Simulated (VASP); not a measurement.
# NbCd3 (Pm-3m) in VASP: vibrations by perturbation theory with LDA

Aim: the vibrations by perturbation theory of NbCd3 with LDA.

Program: VASP 6.6.1. These are calculated values, not measurements. Logs are shortened: lines on timing, memory, paths and dates and some standing lists are left out, and cuts for length are marked.

### Step 1. The cell of the first run

Symmetry: Pm-3m, No. 221, cubic system. The conventional cell has a = 4.185 Å, b = 4.185 Å, c = 4.185 Å, α = 90.00°, β = 90.00°, γ = 90.00°. Nb (site symmetry m-3m) has 12 Cd at 2.96 Å within 3.9 Å. Within 3.9 Å of Cd (site symmetry 4/mmm) lie 4 Nb at 2.96 Å and 8 Cd at 2.96 Å.

### Step 2. Vibrations by perturbation theory, LDA

File INCAR:

```
ALGO = Normal
EDIFF = 1E-8
ENCUT = 520
GGA = CA
IBRION = 8
ISIF = 2
ISMEAR = -1
LASPH = True
LCHARG = False
LREAL = False
LWAVE = False
NELM = 80
NSW = 1
PREC = Accurate
SIGMA = 0.1
```

File KPOINTS:

```
k-points
0
Gamma
  8 8 8
```

File POSCAR:

```
NbCd3
1.0
    4.1851426469      0.0000000000      0.0000000000
    0.0000000000      4.1851426469      0.0000000000
    0.0000000000      0.0000000000      4.1851426469
Nb Cd
1 3
Direct
    0.0000000000      0.0000000000      0.0000000000
    0.0000000000      0.5000000000      0.5000000000
    0.5000000000      0.0000000000      0.5000000000
    0.5000000000      0.5000000000      0.0000000000
```

Potentials or basis: VASP PAW LDA potentials, release 64 (Nb_sv, Cd).

On the command line:

```sh
cat potpaw_LDA.64/Nb_sv/POTCAR potpaw_LDA.64/Cd/POTCAR > POTCAR
mpirun -np 1 vasp_std > vasp.out
```

OUTCAR:

```text
EDIFF = 1E-8
   ENCUT = 520
   GGA = CA
   IBRION = 8
   ISIF = 2
   ISMEAR = -1
   LASPH = True
   LREAL = False
   NELM = 80
   NSW = 1
   PREC = Accurate

 ion  position               nearest neighbor table
   1  0.000  0.000  0.000-   2 2.96   3 2.96   4 2.96   2 2.96   3 2.96   2 2.96   4 2.96   2 2.96
                             3 2.96   4 2.96   3 2.96   4 2.96
   2  0.000  0.500  0.500-   1 2.96   3 2.96   4 2.96   1 2.96   4 2.96   1 2.96   3 2.96   1 2.96
                             3 2.96   4 2.96   4 2.96   3 2.96
   3  0.500  0.000  0.500-   1 2.96   2 2.96   4 2.96   1 2.96   4 2.96   2 2.96   4 2.96   4 2.96
                             1 2.96   2 2.96   1 2.96   2 2.96
   4  0.500  0.500  0.000-   1 2.96   2 2.96   3 2.96   2 2.96   3 2.96   1 2.96   3 2.96   3 2.96
                             1 2.96   2 2.96   2 2.96   1 2.96

  LATTYP: Found a simple cubic cell.
 ALAT       =     4.1851426469

  Lattice vectors:

 A1 = (   4.1851426469,   0.0000000000,   0.0000000000)
 A2 = (   0.0000000000,   4.1851426469,   0.0000000000)
 A3 = (   0.0000000000,   0.0000000000,   4.1851426469)

Analysis of symmetry for initial positions (statically):
=====================================================================
 Subroutine PRICEL returns:
 Original cell was already a primitive cell.

 Routine SETGRP: Setting up the symmetry group for a
 simple cubic supercell.

 Subroutine GETGRP returns: Found 48 space group operations
 (whereof 48 operations were pure point group operations)
 out of a pool of 48 trial point group operations.

The static configuration has the point symmetry O_h .

Analysis of symmetry for dynamics (positions and initial velocities):
=====================================================================
 Subroutine PRICEL returns:
 Original cell was already a primitive cell.

 Routine SETGRP: Setting up the symmetry group for a
 simple cubic supercell.

 Subroutine GETGRP returns: Found 48 space group operations
 (whereof 48 operations were pure point group operations)
 out of a pool of 48 trial point group operations.

The dynamic configuration has the point symmetry O_h .

 Subroutine INISYM returns: Found 48 space group operations
 (whereof 48 operations are pure point group operations),
 and found     1 'primitive' translations

----------------------------------------------------------------------------------------

                                     Primitive cell

  volume of cell :      73.3045

  direct lattice vectors                    reciprocal lattice vectors
     4.185142647  0.000000000  0.000000000     0.238940482  0.000000000  0.000000000
     0.000000000  4.185142647  0.000000000     0.000000000  0.238940482  0.000000000
     0.000000000  0.000000000  4.185142647     0.000000000  0.000000000  0.238940482

  length of vectors
     4.185142647  4.185142647  4.185142647     0.238940482  0.238940482  0.238940482

  position of ions in fractional coordinates (direct lattice)
     0.000000000  0.000000000  0.000000000
     0.000000000  0.500000000  0.500000000
     0.500000000  0.000000000  0.500000000
     0.500000000  0.500000000  0.000000000

  ion indices of the primitive-cell ions
   primitive index   ion index
                 1           1
[... 128 lines left out ...]
 cond. band min:       5.3221920522   @ k =   0.2500   0.2500   0.1250
 fundamental gap:      0.0962320847
 Fermi energy:         5.2585971306

 k-point     1 :       0.0000    0.0000    0.0000
  band No.  band energies     occupation
      1     -49.2815      2.00000
      2     -25.5141      2.00000
      3     -25.5141      2.00000
      4     -25.5141      2.00000
      5      -4.5600      2.00000
      6      -4.3065      2.00000
[... 757 lines left out ...]
     28       7.2905      0.00000
     29       9.8585      0.00000

 [... further k-points ...]
[... 5 lines left out ...]
  --------------------------------------------------------------------------------------
  -------------------------------------------------------------------------------------
  Total        0.4295117      0.4295117      0.4295117      0.0000000     -0.0000000     -0.0000000
  in kB        9.3876042      9.3876042      9.3876042      0.0000000     -0.0000000     -0.0000000
  external PRESSURE =       9.3876042 kB  Pullay stress =       0.0000000 kB

 VOLUME and BASIS-vectors are now :
 -----------------------------------------------------------------------------
  energy-cutoff  :      520.00
  volume of cell :       73.30
      direct lattice vectors                 reciprocal lattice vectors
     4.185142647  0.000000000  0.000000000     0.238940482  0.000000000  0.000000000
     0.000000000  4.185142647  0.000000000     0.000000000  0.238940482  0.000000000
     0.000000000  0.000000000  4.185142647     0.000000000  0.000000000  0.238940482

 POSITION                                       TOTAL-FORCE (eV/Angst)
 -----------------------------------------------------------------------------------
      0.00000      0.00000      0.00000         0.000000      0.000000      0.000000
      0.00000      2.09257      2.09257         0.000000      0.000000      0.000000
      2.09257      0.00000      2.09257         0.000000      0.000000      0.000000
      2.09257      2.09257      0.00000         0.000000      0.000000      0.000000
 -----------------------------------------------------------------------------------
    total drift:                                0.000000     -0.000000     -0.000000

  FREE ENERGIE OF THE ION-ELECTRON SYSTEM (eV)
  ---------------------------------------------------
  free  energy   TOTEN  =       -15.5139164723 eV

  energy  without entropy=      -15.4589362820  energy(sigma->0) =      -15.48642638

[... ionic steps 2 to 3 ...]

--------------------------------------- Ionic step        4  -------------------------------------------

------------------------ aborting loop because EDIFF is reached ----------------------------------------

[... ionic steps 5 to 6 ...]

--------------------------------------- Ionic step        7  -------------------------------------------

------------------------ aborting loop because EDIFF is reached ----------------------------------------

--------------------------------------- Ionic step        8  -------------------------------------------

 Free energy of the ion-electron system (eV)
  ---------------------------------------------------
  ---------------------------------------------------
  free energy    TOTEN  =        -0.43017666 eV

  energy without entropy =       -0.43017666

------------------------ aborting loop because EDIFF is reached ----------------------------------------

 INTERNAL STRAIN TENSOR  FOR ION    2  DIRECTION 2   (eV/Angst):
 -----------------------------------------------------------------------------
    -0.00667  0.00000  0.00000
     0.00000  0.00261  0.00000
     0.00000  0.00000  0.00438

 INTERNAL STRAIN TENSOR FOR ION    4 for displacements in x,y,z  (eV/Angst):
          X           Y           Z          XY          YZ          ZX
  --------------------------------------------------------------------------------
  x     0.00000     0.00000     0.00000     0.00000     0.00000     0.00000
  y     0.00000     0.00000     0.00000     0.00000     0.00000     0.00000
  z     0.00000     0.00000     0.00000     0.00000     0.00000     0.00000

 SECOND DERIVATIVES (NOT SYMMETRIZED)
 ------------------------------------
               1X          1Y          1Z          2X          2Y          2Z          3X          3Y          3Z          4X          4Y          4Z
  1X    -9.204920   -0.000000    0.000000    0.327749    0.000000    0.000000    4.438585    0.000000    0.000000    4.438585    0.000000    0.000000
  1Y    -0.000000   -9.204920   -0.000000    0.000000    4.438585    0.000000    0.000000    0.327749    0.000000    0.000000    4.438585   -0.000000
  1Z     0.000000    0.000000   -9.204920   -0.000000    0.000000    4.438585    0.000000   -0.000000    4.438585    0.000000    0.000000    0.327749
  2X     0.295700    0.000000    0.000000   -5.745586    0.000000   -0.000000    2.724943    0.000000    0.000000    2.724943   -0.000000   -0.000000
  2Y     0.000000    4.414534    0.000000    0.000000   -6.222056    0.000000    0.000000    2.723349    0.000000    0.000000   -0.915828    0.000000
  2Z     0.000000    0.000000    4.414534    0.000000    0.000000   -6.222056    0.000000    0.000000   -0.915828    0.000000    0.000000    2.723349
  3X     4.414534    0.000000    0.000000    2.723349    0.000000    0.000000   -6.222056    0.000000    0.000000   -0.915828    0.000000    0.000000
  3Y     0.000000    0.295700    0.000000    0.000000    2.724943    0.000000    0.000000   -5.745586    0.000000   -0.000000    2.724943    0.000000
  3Z     0.000000    0.000000    4.414534    0.000000    0.000000   -0.915828    0.000000    0.000000   -6.222056    0.000000    0.000000    2.723349
  4X     4.414534    0.000000    0.000000    2.723349    0.000000    0.000000   -0.915828    0.000000    0.000000   -6.222056    0.000000    0.000000
  4Y     0.000000    4.414534    0.000000    0.000000   -0.915828    0.000000    0.000000    2.723349    0.000000    0.000000   -6.222056    0.000000
  4Z     0.000000    0.000000    0.295700    0.000000    0.000000    2.724943    0.000000    0.000000    2.724943    0.000000    0.000000   -5.745586

 Eigenvectors and eigenvalues of the dynamical matrix
 ----------------------------------------------------

   1 f  =    6.028165 THz    37.876080 2PiTHz  201.077950 cm-1    24.930477 meV
             X         Y         Z           dx          dy          dz
      0.000000  0.000000  0.000000    -0.000000   -0.000000    0.757371
      0.000000  2.092571  2.092571    -0.000000    0.000000   -0.440619
      2.092571  0.000000  2.092571     0.000000   -0.000000   -0.440619
      2.092571  2.092571  0.000000     0.000000    0.000000    0.195192
[... 71 lines left out ...]
  12 f/i=    0.010777 THz     0.067714 2PiTHz    0.359483 cm-1     0.044570 meV
             X         Y         Z           dx          dy          dz
      0.000000  0.000000  0.000000    -0.399021   -0.231422   -0.038985
      0.000000  2.092571  2.092571    -0.441791   -0.255647   -0.043066
      2.092571  0.000000  2.092571    -0.440790   -0.256227   -0.043066
      2.092571  2.092571  0.000000    -0.440790   -0.255647   -0.043164

--------------------------------------------------------------------------------------------------------

 ELASTIC MODULI CONTR FROM IONIC RELAXATION (kBar)
 Direction    XX          YY          ZZ          XY          YZ          ZX
 --------------------------------------------------------------------------------
 XX           0.0000      0.0000      0.0000      0.0000      0.0000      0.0000
 YY           0.0000      0.0000      0.0000      0.0000      0.0000      0.0000
 ZZ           0.0000      0.0000      0.0000      0.0000      0.0000      0.0000
 XY           0.0000      0.0000      0.0000      0.0000      0.0000      0.0000
 YZ           0.0000      0.0000      0.0000      0.0000      0.0000      0.0000
 ZX           0.0000      0.0000      0.0000      0.0000      0.0000      0.0000
 --------------------------------------------------------------------------------
```

Wall time 5.7 min (1 thread of Intel Xeon 6975P-C (Granite Rapids), shared host); peak memory 0.59 GiB.

What came out:

```
Highest phonon frequency at Γ, LO-TO splitting left out : 201 cm⁻¹
```

Phonon frequencies in cm⁻¹ (negative: imaginary):
```tsv
q point	frequencies
(0.000, 0.000, 0.000)	0 0 0 113 113 113 133 133 133 201 201 201
```
